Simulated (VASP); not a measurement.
# Be2CoO3 (P3m1) in VASP: vibrations by perturbation theory with PBE

Aim: the vibrations by perturbation theory of Be2CoO3 with PBE.

Program: VASP 6.6.1. These are calculated values, not measurements. Logs are shortened: lines on timing, memory, paths and dates and some standing lists are left out, and cuts for length are marked.

### Step 1. The cell of the first run

It takes space group P3m1 (No. 156, trigonal). Conventional cell: a = 2.732 Å, b = 2.732 Å, c = 7.480 Å, α = 90.00°, β = 90.00°, γ = 120.00°. Be (site symmetry 3m) has 4 O at 1.63 to 1.67 Å within 2.2 Å. Within 2.2 Å of Be (site symmetry 3m) lie 4 O at 1.66 Å. Co (site symmetry 3m) has 4 O at 1.95 to 1.97 Å within 2.6 Å. Within 2.2 Å of O (site symmetry 3m) lie 4 Be at 1.66 to 1.67 Å. Within 2.2 Å of O (site symmetry 3m) lie 3 Be at 1.66 Å and 1 Co at 1.97 Å. Within 2.2 Å of O (site symmetry 3m) lie 1 Be at 1.63 Å and 3 Co at 1.95 Å.

### Step 2. Vibrations by perturbation theory, PBE, collinear spin

Input file INCAR:

```
SYSTEM = Be2CoO3
PREC = Accurate
ENCUT = 600
EDIFF = 1E-8
ISMEAR = 0
SIGMA = 0.1
LREAL = .False.
LASPH = .True.
NELM = 200
ALGO = Normal
ISIF = 2
LWAVE = .False.
LCHARG = .False.
ISPIN = 2
MAGMOM = 0 0 2.51 0 0 0.3
LORBIT = 11
LMAXMIX = 4
GGA = PE
IBRION = 8
NSW = 1
GGA_COMPAT = .False.
KPAR = 4
```

Input file KPOINTS:

```
regular mesh
0
Gamma
  12 12 4
  0 0 0
```

Input file POSCAR:

```
Be2CoO3
1.0
    2.7322510947      0.0000000000      0.0000000000
   -1.3661255473      2.3661988575      0.0000000000
    0.0000000000      0.0000000000      7.4796337625
Be Co O
2 1 3
Direct
    0.0000000000      0.0000000000      0.0179156754
    0.6666666667      0.3333333333      0.3127010812
    0.3333333333      0.6666666667      0.6458269118
    0.6666666667      0.3333333333      0.0912518074
    0.3333333333      0.6666666667      0.3824880667
    0.0000000000      0.0000000000      0.7998164575
```

Potentials or basis: VASP PAW PBE potentials, release 64 (Be, Co, O).

Command:

```bash
$ cat potpaw_PBE.64/Be/POTCAR potpaw_PBE.64/Co/POTCAR potpaw_PBE.64/O/POTCAR > POTCAR
$ mpirun -np 4 vasp_std > vasp.out
```

OUTCAR:

```text
SYSTEM = Be2CoO3
   PREC = Accurate
   ENCUT = 600
   EDIFF = 1E-8
   ISMEAR = 0
   LREAL = .False.
   LASPH = .True.
   NELM = 200
   ISIF = 2
   ISPIN = 2
   LORBIT = 11
   GGA = PE
   IBRION = 8
   NSW = 1

 ion  position               nearest neighbor table
   1  0.000  0.000  0.018-   6 1.63   4 1.67   4 1.67   4 1.67
   2  0.667  0.333  0.313-   4 1.66   5 1.66   5 1.66   5 1.66
   3  0.333  0.667  0.646-   6 1.95   6 1.95   6 1.95   5 1.97
   4  0.667  0.333  0.091-   2 1.66   1 1.67   1 1.67   1 1.67
   5  0.333  0.667  0.382-   2 1.66   2 1.66   2 1.66   3 1.97
   6  0.000  0.000  0.800-   1 1.63   3 1.95   3 1.95   3 1.95

  LATTYP: Found a hexagonal cell.
 ALAT       =     2.7322510947
 C/A-ratio  =     2.7375352789

  Lattice vectors:

 A1 = (   2.7322510947,   0.0000000000,   0.0000000000)
 A2 = (  -1.3661255473,   2.3661988575,   0.0000000000)
 A3 = (   0.0000000000,   0.0000000000,   7.4796337625)

Analysis of symmetry for initial positions (statically):
=====================================================================
 Subroutine PRICEL returns:
 Original cell was already a primitive cell.

 Routine SETGRP: Setting up the symmetry group for a
 hexagonal supercell.

 Subroutine GETGRP returns: Found  6 space group operations
 (whereof  6 operations were pure point group operations)
 out of a pool of 24 trial point group operations.

The static configuration has the point symmetry C_3v.

Analysis of symmetry for dynamics (positions and initial velocities):
=====================================================================
 Subroutine PRICEL returns:
 Original cell was already a primitive cell.

 Routine SETGRP: Setting up the symmetry group for a
 hexagonal supercell.

 Subroutine GETGRP returns: Found  6 space group operations
 (whereof  6 operations were pure point group operations)
 out of a pool of 24 trial point group operations.

The dynamic configuration has the point symmetry C_3v.

Analysis of structural, dynamic, and magnetic symmetry:
=====================================================================
 Subroutine PRICEL returns:
 Original cell was already a primitive cell.

 Routine SETGRP: Setting up the symmetry group for a
 hexagonal supercell.

 Subroutine GETGRP returns: Found  6 space group operations
 (whereof  6 operations were pure point group operations)
 out of a pool of 24 trial point group operations.

The overall configuration has the point symmetry C_3v.

 Subroutine INISYM returns: Found  6 space group operations
 (whereof  6 operations are pure point group operations),
 and found     1 'primitive' translations

----------------------------------------------------------------------------------------

                                     Primitive cell

[... 1274 lines left out ...]
  Total       -0.0869594     -0.0869594     -0.0948014     -0.0000000      0.0000000     -0.0000000
  in kB       -2.8812110     -2.8812110     -3.1410365     -0.0000000      0.0000000     -0.0000000
  external PRESSURE =      -2.9678195 kB  Pullay stress =       0.0000000 kB

 VOLUME and BASIS-vectors are now :
 -----------------------------------------------------------------------------
  energy-cutoff  :      600.00
  volume of cell :       48.36
      direct lattice vectors                 reciprocal lattice vectors
     2.732251095  0.000000000  0.000000000     0.365998572  0.211309374  0.000000000
    -1.366125547  2.366198858  0.000000000     0.000000000  0.422618749  0.000000000
     0.000000000  0.000000000  7.479633762     0.000000000  0.000000000  0.133696386

 POSITION                                       TOTAL-FORCE (eV/Angst)
 -----------------------------------------------------------------------------------
      0.00000      0.00000      0.13400        -0.000000      0.000000      0.009744
      1.36613      0.78873      2.33889         0.000000      0.000000      0.021145
     -0.00000      1.57747      4.83055         0.000000      0.000000      0.057345
      1.36613      0.78873      0.68253         0.000000     -0.000000     -0.014760
     -0.00000      1.57747      2.86087        -0.000000      0.000000      0.008243
      0.00000      0.00000      5.98233        -0.000000      0.000000     -0.081717
 -----------------------------------------------------------------------------------
    total drift:                               -0.000000      0.000000     -0.000398

  FREE ENERGIE OF THE ION-ELECTRON SYSTEM (eV)
  ---------------------------------------------------
  free  energy   TOTEN  =       -41.4490738597 eV

  energy  without entropy=      -41.4346305047  energy(sigma->0) =      -41.44185218

[... ionic steps 2 to 18 ...]

--------------------------------------- Ionic step       19  -------------------------------------------

------------------------ aborting loop because EDIFF is reached ----------------------------------------

[... ionic steps 20 to 20 ...]

--------------------------------------- Ionic step       21  -------------------------------------------

 Free energy of the ion-electron system (eV)
  ---------------------------------------------------
  ---------------------------------------------------
  free energy    TOTEN  =        -0.40122785 eV

  energy without entropy =       -0.40122665

------------------------ aborting loop because EDIFF is reached ----------------------------------------

 INTERNAL STRAIN TENSOR  FOR ION    6  DIRECTION 3   (eV/Angst):
 -----------------------------------------------------------------------------
    -3.34920 -0.00000  0.00000
    -0.00000 -3.34920 -0.00000
    -0.00000  0.00000  1.71521

 INTERNAL STRAIN TENSOR FOR ION    6 for displacements in x,y,z  (eV/Angst):
          X           Y           Z          XY          YZ          ZX
  --------------------------------------------------------------------------------
  x     0.00000    -0.00000    -0.00000     0.55508     0.00000     0.14137
  y     0.55508    -0.55508     0.00000    -0.00000     0.15930     0.00000
  z    -3.34920    -3.34920     1.71521    -0.00000     0.00000     0.00000

 SECOND DERIVATIVES (NOT SYMMETRIZED)
 ------------------------------------
               1X          1Y          1Z          2X          2Y          2Z          3X          3Y          3Z          4X          4Y          4Z          5X          5Y          5Z          6X          6Y          6Z
  1X    -9.197830   -0.000000    0.000000    0.240803    0.000000    0.000000    0.089836    0.000000    0.000000    7.901670    0.000000    0.000000   -0.122938   -0.000000   -0.000000    1.088460    0.000000    0.000000
  1Y    -0.000000   -9.197830    0.000000    0.000000    0.240803    0.000000    0.000000    0.089836   -0.000000    0.000000    7.901670    0.000000   -0.000000   -0.122938    0.000000    0.000000    1.088460   -0.000000
  1Z     0.000000    0.000000  -19.134575    0.000000    0.000000    5.661786   -0.000000    0.000000    3.833905    0.000000   -0.000000    6.822098    0.000000    0.000000   -3.735427    0.000000    0.000000    6.552213
  2X     0.240599    0.000000    0.000000  -10.459744   -0.000000    0.000000   -0.026848   -0.000000    0.000000    1.593676    0.000000    0.000000    8.523242    0.000000    0.000000    0.129076    0.000000   -0.000000
  2Y     0.000000    0.240599   -0.000000   -0.000000  -10.459744   -0.000000   -0.000000   -0.026848    0.000000    0.000000    1.593676    0.000000    0.000000    8.523242    0.000000    0.000000    0.129076    0.000000
  2Z     0.000000    0.000000    5.659273   -0.000000    0.000000  -17.424060    0.000000    0.000000    4.171524    0.000000    0.000000    4.928126   -0.000000    0.000000    6.447689    0.000000    0.000000   -3.782552
  3X     0.095318    0.000000    0.000000   -0.027030   -0.000000    0.000000   -2.680588   -0.000000    0.000000   -0.186750   -0.000000    0.000000    0.846028    0.000000    0.000000    1.953023    0.000000    0.000000
  3Y     0.000000    0.095318    0.000000   -0.000000   -0.027030    0.000000   -0.000000   -2.680588    0.000000   -0.000000   -0.186750    0.000000    0.000000    0.846028   -0.000000    0.000000    1.953023    0.000000
  3Z    -0.000000    0.000000    3.835610    0.000000    0.000000    4.167925   -0.000000    0.000000  -20.547410    0.000000    0.000000   -3.267305    0.000000   -0.000000    6.460159   -0.000000    0.000000    9.351021
  4X     7.898534    0.000000    0.000000    1.591095    0.000000    0.000000   -0.189222   -0.000000    0.000000  -10.842953   -0.000000   -0.000000    0.734379    0.000000   -0.000000    0.808167    0.000000   -0.000000
  4Y     0.000000    7.898534    0.000000    0.000000    1.591095    0.000000   -0.000000   -0.189222    0.000000   -0.000000  -10.842953   -0.000000    0.000000    0.734379   -0.000000    0.000000    0.808167   -0.000000
  4Z     0.000000    0.000000    6.818919    0.000000   -0.000000    4.924513    0.000000    0.000000   -3.269450    0.000000    0.000000  -20.286349    0.000000   -0.000000    5.891352    0.000000    0.000000    5.921015
  5X    -0.126461   -0.000000    0.000000    8.519469    0.000000    0.000000    0.844981    0.000000    0.000000    0.732940    0.000000   -0.000000  -10.355564   -0.000000    0.000000    0.384635    0.000000    0.000000
  5Y    -0.000000   -0.126461    0.000000    0.000000    8.519469    0.000000    0.000000    0.844981    0.000000    0.000000    0.732940    0.000000   -0.000000  -10.355564   -0.000000    0.000000    0.384635    0.000000
  5Z     0.000000    0.000000   -3.738372    0.000000    0.000000    6.447120   -0.000000    0.000000    6.461169    0.000000   -0.000000    5.893433    0.000000    0.000000  -18.780261   -0.000000   -0.000000    3.716911
  6X     1.080940    0.000000   -0.000000    0.126495    0.000000    0.000000    1.956224    0.000000   -0.000000    0.810312    0.000000    0.000000    0.389137    0.000000    0.000000   -4.363109   -0.000000    0.000000
  6Y     0.000000    1.080940   -0.000000    0.000000    0.126495    0.000000    0.000000    1.956224   -0.000000    0.000000    0.810312    0.000000    0.000000    0.389137    0.000000   -0.000000   -4.363109    0.000000
  6Z     0.000000    0.000000    6.553697    0.000000    0.000000   -3.781665   -0.000000    0.000000    9.343925   -0.000000   -0.000000    5.920902   -0.000000   -0.000000    3.720725    0.000000    0.000000  -21.757583

 Eigenvectors and eigenvalues of the dynamical matrix
 ----------------------------------------------------

   1 f  =   27.636459 THz   173.644992 2PiTHz  921.853040 cm-1   114.295159 meV
             X         Y         Z           dx          dy          dz
      0.000000  0.000000  0.134003     0.000000    0.000000   -0.679186
      1.366126  0.788733  2.338890     0.000000   -0.000000    0.563879
     -0.000000  1.577466  4.830549     0.000000    0.000000   -0.005881
      1.366126  0.788733  0.682530     0.000000    0.000000    0.078704
     -0.000000  1.577466  2.860871    -0.000000    0.000000   -0.317810
      0.000000  0.000000  5.982334    -0.000000   -0.000000    0.336920
[... 145 lines left out ...]
  18 f/i=    0.004520 THz     0.028402 2PiTHz    0.150780 cm-1     0.018694 meV
             X         Y         Z           dx          dy          dz
      0.000000  0.000000  0.134003    -0.263524    0.051962   -0.000000
      1.366126  0.788733  2.338890    -0.263687    0.051994   -0.000000
     -0.000000  1.577466  4.830549    -0.673314    0.132765   -0.000000
      1.366126  0.788733  0.682530    -0.351318    0.069273   -0.000000
     -0.000000  1.577466  2.860871    -0.351523    0.069314   -0.000000
      0.000000  0.000000  5.982334    -0.351077    0.069226   -0.000000

--------------------------------------------------------------------------------------------------------

 ELASTIC MODULI CONTR FROM IONIC RELAXATION (kBar)
 Direction    XX          YY          ZZ          XY          YZ          ZX
 --------------------------------------------------------------------------------
 XX        -105.6398     11.3091     18.1728     -0.0000    -71.6191     -0.0000
 YY          11.3091   -105.6398     18.1728     -0.0000     71.6191      0.0000
 ZZ          18.1728     18.1728   -134.3519      0.0000      0.0000     -0.0000
 XY          -0.0000     -0.0000      0.0000    -58.4744      0.0000    -56.5578
 YZ         -71.6191     71.6191      0.0000      0.0000   -150.3476     -0.0000
 ZX          -0.0000      0.0000     -0.0000    -56.5578     -0.0000    -82.4634
 --------------------------------------------------------------------------------

 total charge

# of ion       s       p       d       tot
------------------------------------------
    1        0.423   0.787   0.000   1.210
    2        0.425   0.796   0.000   1.221
    3        0.379   0.518   7.166   8.063
    4        1.537   3.645   0.000   5.182
    5        1.540   3.594   0.000   5.135
    6        1.558   3.483   0.000   5.041
--------------------------------------------------
tot          5.861  12.824   7.166  25.851

 magnetization (x)

# of ion       s       p       d       tot
------------------------------------------
    1        0.001   0.005   0.000   0.006
    2        0.001   0.003   0.000   0.005
    3        0.002   0.004   2.309   2.315
    4        0.001   0.010   0.000   0.011
    5        0.002   0.051   0.000   0.053
    6        0.014   0.259   0.000   0.274
--------------------------------------------------
tot          0.022   0.333   2.309   2.663
```

It took 18 min on 4 MPI ranks of Intel Xeon 6975P-C (Granite Rapids), shared host; peak memory 1.4 GiB.

Results:

```yaml
Net_moment: 2.70 μB per cell
Site_moments: Be +0.01; Co +2.31; O +0.01, +0.05, +0.27 μB
Valence_electrons_inside_the_program's_atomic_spheres: Be 1.21, 1.22; Co 8.06; O 5.18, 5.13, 5.04
Highest_phonon_frequency_at_Γ_LO-TO_splitting_left_out: 922 cm⁻¹
```

Phonon frequencies in cm⁻¹ (negative: imaginary):
```
              q point                                                        frequencies
(0.000, 0.000, 0.000)  0 0 0 133 133 244 244 305 305 373 530 620 645 645 674 674 760 922
```

Caveat: a cell with one magnetic atom can't hold antiferromagnetic order, which such compounds often take.
